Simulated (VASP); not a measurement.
# Sc (P6_3/mmc) in VASP: a series of runs, part 2 of 2

VASP 6.6.1. The steps go on from the part before.

## 3. Single point, PBEsol

This run uses another cell than the first one, of 18.58 Å³/atom, 1.087 times its volume.

The input, INCAR:

```
PREC = Accurate
ENCUT = 520
EDIFF = 1E-6
ISMEAR = 0
SIGMA = 0.05
LREAL = False
LASPH = True
NELM = 100
ALGO = Normal
ISIF = 2
LWAVE = False
LCHARG = True
GGA = PS
LELF = True
LVHAR = True
NBANDS = 18
```

The input, KPOINTS:

```
regular mesh
0
Gamma
  9 9 5
```

The input, POSCAR:

```
Sc
1.0
    3.0217922592      0.0000000000      0.0000000000
   -1.5108961296      2.6169488615      0.0000000000
    0.0000000000      0.0000000000      4.6983227536
Sc
2
Direct
    0.3333333333      0.6666666667      0.2500000000
    0.6666666667      0.3333333333      0.7500000000
```

Potentials or basis: VASP PAW PBE potentials, release 64 (Sc_sv).

Launch:

```console
cat potpaw_PBE.64/Sc_sv/POTCAR > POTCAR
mpirun -np 1 vasp_std > vasp.out
```

OUTCAR:

```text
PREC = Accurate
   ENCUT = 520
   EDIFF = 1E-6
   ISMEAR = 0
   LREAL = False
   LASPH = True
   NELM = 100
   ISIF = 2
   GGA = PS

 ion  position               nearest neighbor table
   1  0.333  0.667  0.250-   2 2.93   2 2.93   2 2.93   2 2.93   2 2.93   2 2.93
   2  0.667  0.333  0.750-   1 2.93   1 2.93   1 2.93   1 2.93   1 2.93   1 2.93

  LATTYP: Found a hexagonal cell.
 ALAT       =     3.0217922592
 C/A-ratio  =     1.5548132865

  Lattice vectors:

 A1 = (   3.0217922592,   0.0000000000,   0.0000000000)
 A2 = (  -1.5108961296,   2.6169488615,   0.0000000000)
 A3 = (   0.0000000000,   0.0000000000,   4.6983227536)

Analysis of symmetry for initial positions (statically):
=====================================================================
 Subroutine PRICEL returns:
 Original cell was already a primitive cell.

 Routine SETGRP: Setting up the symmetry group for a
 hexagonal supercell.

 Subroutine GETGRP returns: Found 24 space group operations
 (whereof 12 operations were pure point group operations)
 out of a pool of 24 trial point group operations.

The static configuration has the point symmetry D_3d.
 The point group associated with its full space group is D_6h.

Analysis of symmetry for dynamics (positions and initial velocities):
=====================================================================
 Subroutine PRICEL returns:
 Original cell was already a primitive cell.

 Routine SETGRP: Setting up the symmetry group for a
 hexagonal supercell.

 Subroutine GETGRP returns: Found 24 space group operations
 (whereof 12 operations were pure point group operations)
 out of a pool of 24 trial point group operations.

The dynamic configuration has the point symmetry D_3d.
 The point group associated with its full space group is D_6h.

 Subroutine INISYM returns: Found 24 space group operations
 (whereof 12 operations are pure point group operations),
 and found     1 'primitive' translations

----------------------------------------------------------------------------------------

                                     Primitive cell

  volume of cell :      37.1538

  direct lattice vectors                    reciprocal lattice vectors
     3.021792259  0.000000000  0.000000000     0.330929433  0.191062197  0.000000000
    -1.510896130  2.616948862  0.000000000     0.000000000  0.382124395  0.000000000
     0.000000000  0.000000000  4.698322754     0.000000000  0.000000000  0.212841912

  length of vectors
     3.021792259  3.021792259  4.698322754     0.382124395  0.382124395  0.212841912

  position of ions in fractional coordinates (direct lattice)
     0.333333333  0.666666667  0.250000000
     0.666666667  0.333333333  0.750000000

  ion indices of the primitive-cell ions
   primitive index   ion index
                 1           1
                 2           2

----------------------------------------------------------------------------------------

 KPOINTS: regular mesh

Automatic generation of k-mesh.
 Grid dimensions read from file:
 generate k-points for:    9    9    5

 Generating k-lattice:

  Cartesian coordinates                     Fractional coordinates (reciprocal lattice)
     0.036769937  0.021229133  0.000000000     0.111111111 -0.000000000  0.000000000
     0.000000000  0.042458266  0.000000000     0.000000000  0.111111111  0.000000000
     0.000000000  0.000000000  0.042568382     0.000000000  0.000000000  0.200000000

  Length of vectors
     0.042458266  0.042458266  0.042568382

  Shift w.r.t. Gamma in fractional coordinates (k-lattice)
     0.000000000  0.000000000  0.000000000

 Subroutine IBZKPT returns following result:
 ===========================================

 Found     36 irreducible k-points:

 Following reciprocal coordinates:
            Coordinates               Weight
  0.000000  0.000000  0.000000      1.000000
  0.111111 -0.000000  0.000000      6.000000
  0.222222  0.000000  0.000000      6.000000
  0.333333 -0.000000  0.000000      6.000000
  0.444444  0.000000  0.000000      6.000000
  0.111111  0.111111  0.000000      6.000000
[... 16 lines left out ...]
  0.333333  0.222222  0.200000     24.000000
  0.333333  0.333333  0.200000      4.000000
 [... further k-points ...]
   k-points           NKPTS =     36   k-points in BZ     NKDIM =     36   number of bands    NBANDS=     18
   number of dos      NEDOS =    301   number of ions     NIONS =      2
   total plane-waves  NPLWV =  20736
   dimension x,y,z NGX =    24 NGY =   24 NGZ =   36
   dimension x,y,z NGXF=    48 NGYF=   48 NGZF=   72
   ions per type =               2
   NGX,Y,Z   is equivalent  to a cutoff of  13.20, 13.20, 12.74 a.u.
   NGXF,Y,Z  is equivalent  to a cutoff of  26.41, 26.41, 25.48 a.u.
 SYSTEM =  unknown system
   PREC   = accura    normal or accurate (medium, high low for compatibility)
   ISTART =      0    job   : 0-new  1-cont  2-samecut
   ICHARG =      2    charge: 1-file 2-atom 10-const
   ISPIN  =      1    spin polarized calculation?
   LNONCOLLINEAR =      F non collinear calculations
   LSORBIT =      F    spin-orbit coupling
   LASPH  =      T    aspherical Exc in radial PAW
   ENCUT  =  520.0 eV  38.22 Ry    6.18 a.u.   5.62  5.62  8.74*2*pi/ulx,y,z
   NELM   =    100;   NELMIN=  2; NELMDL= -5     # of ELM steps
   EDIFF  = 0.1E-05   stopping-criterion for ELM
   LREAL  =      F    real-space projection
   EDIFFG = 0.1E-04   stopping-criterion for IOM
   NSW    =      0    number of steps for IOM
   IBRION =     -1    ionic relax: 0-MD 1-quasi-New 2-CG
   NFREE  =      0    steps in history (QN), initial steepest desc. (CG)
   ISIF   =      2    stress and relaxation
   ISYM   =      2    0-nonsym 1-usesym 2-fastsym
   POTIM  = 0.5000    time-step for ionic-motion
   TEBEG  =    0.0;   TEEND  =   0.0 temperature during run
   PSTRESS=    0.0 pullay stress
   NELECT =      22.0000    total number of electrons
   NUPDOWN=      -1.0000    fix difference up-down
   EMIN   =  10.00;   EMAX   =-10.00  energy-range for DOS
   EFERMI =   0.00;   METHOD = LEGACY
   ISMEAR =     0;   SIGMA  =   0.05  broadening in eV -4-tet -1-fermi 0-gaus
   EFERMI_NEDOS =   21; number of points for ismear=-14 and -15
   IALGO  =     38    algorithm
   IMIX   =      4    mixing-type and parameters
     AMIX     =   0.40;   BMIX     =  1.00
     AMIX_MAG =   1.60;   BMIX_MAG =  1.00
  volume/ion in A,a.u.               =      18.58       125.36
  Fermi-wavevector in a.u.,A,eV,Ry     =   1.374722  2.597848 25.713108  1.889860
  Thomas-Fermi vector in A             =   2.500123
   LORBIT       =      0    0 simple, 1 ext, 2 COOP (PROOUT), +10 PAW based schemes
   GGA     = PS    functional components
   LHFCALC =     F    Hartree Fock is set to
   AEXX    =    0.0000 exact exchange contribution
   IVDW    =     0    specifies the selected vdW correction
   LEPSILON=     F    determine dielectric tensor
   LRPA    =     F    only Hartree local field effects (RPA)
 non-spin polarized calculation
 Gauss-broadening in eV      SIGMA  =   0.05
  energy-cutoff  :      520.00
  volume of cell :       37.15
 maximum number of plane-waves:      1019
 NGX is ok and might be reduce to    24
   NGX = 11   NGY = 11   NGZ = 17

 number of electron      21.9999994 magnetization

 Free energy of the ion-electron system (eV)
  ---------------------------------------------------
  ext. energy  EPLUGINS =         0.00000000
  ---------------------------------------------------
  free energy    TOTEN  =       -12.66039535 eV

  energy without entropy =      -12.65688019  energy(sigma->0) =      -12.65863777

 E-fermi :   5.3769     XC(G=0): -11.2140

 val. band max:        5.3678070994   @ k =   0.2222   0.1111   0.4000
 cond. band min:       5.4350455037   @ k =   0.3333   0.1111   0.2000
 fundamental gap:      0.0672384043
 Fermi energy:         5.3768551796

 k-point     1 :       0.0000    0.0000    0.0000
  band No.  band energies     occupation
      1     -43.1455      2.00000
      2     -42.9137      2.00000
      3     -22.4119      2.00000
      4     -21.5351      2.00000
      5     -21.5351      2.00000
      6     -21.3772      2.00000
[... 10 lines left out ...]
     17       8.3374      0.00000
     18       8.3374      0.00000
[... 463 lines left out ...]
 k-point    24 :       0.3333    0.3333    0.2000
  band No.  band energies     occupation
      1     -42.9087      2.00000
      2     -42.9087      2.00000
      3     -22.0673      2.00000
      4     -22.0544      2.00000
      5     -22.0544      2.00000
      6     -21.7644      2.00000
[... 10 lines left out ...]
     17      10.2650      0.00000
     18      10.2650      0.00000

 [... further k-points ...]
[... 5 lines left out ...]
  --------------------------------------------------------------------------------------
  -------------------------------------------------------------------------------------
  Total        4.6506674      4.6506674      4.6674294      0.0000000      0.0000000      0.0000000
  in kB      200.5502335    200.5502335    201.2730620      0.0000000      0.0000000      0.0000000
  external PRESSURE =     200.7911763 kB  Pullay stress =       0.0000000 kB

 VOLUME and BASIS-vectors are now :
 -----------------------------------------------------------------------------
  energy-cutoff  :      520.00
  volume of cell :       37.15
      direct lattice vectors                 reciprocal lattice vectors
     3.021792259  0.000000000  0.000000000     0.330929433  0.191062197  0.000000000
    -1.510896130  2.616948862  0.000000000     0.000000000  0.382124395  0.000000000
     0.000000000  0.000000000  4.698322754     0.000000000  0.000000000  0.212841912

 POSITION                                       TOTAL-FORCE (eV/Angst)
 -----------------------------------------------------------------------------------
     -0.00000      1.74463      1.17458        -0.000000     -0.000000      0.000000
      1.51090      0.87232      3.52374         0.000000      0.000000      0.000000
 -----------------------------------------------------------------------------------
    total drift:                               -0.000000      0.000000     -0.000000

  FREE ENERGIE OF THE ION-ELECTRON SYSTEM (eV)
  ---------------------------------------------------
  free  energy   TOTEN  =       -12.6603953540 eV

  energy  without entropy=      -12.6568801853  energy(sigma->0) =      -12.65863777
```

It took 28 s on 1 thread of AMD EPYC 7R13 (Zen 3), shared host; peak memory 0.13 GiB.

What came out:

```
Free energy            : -12.6604 eV
Pressure               : 20.1 GPa
Band gap on the k mesh : zero (band 11 reaches 6.96 eV, above the bottom of band 12 at 4.74 eV)
```

Levels at points of the mesh, in eV from the Fermi level:
| k point | band 8 | band 9 | band 10 | band 11 | band 12 | band 13 | band 14 | band 15 |
| --- | --- | --- | --- | --- | --- | --- | --- | --- |
| (0.00, 0.00, 0.00) | -26.69 | -5.51 | -2.07 | 1.59 | 1.91 | 1.91 | 2.31 | 2.58 |

Caveat: the PAW data sets were made with another functional, which shifts forces and pressure a little.
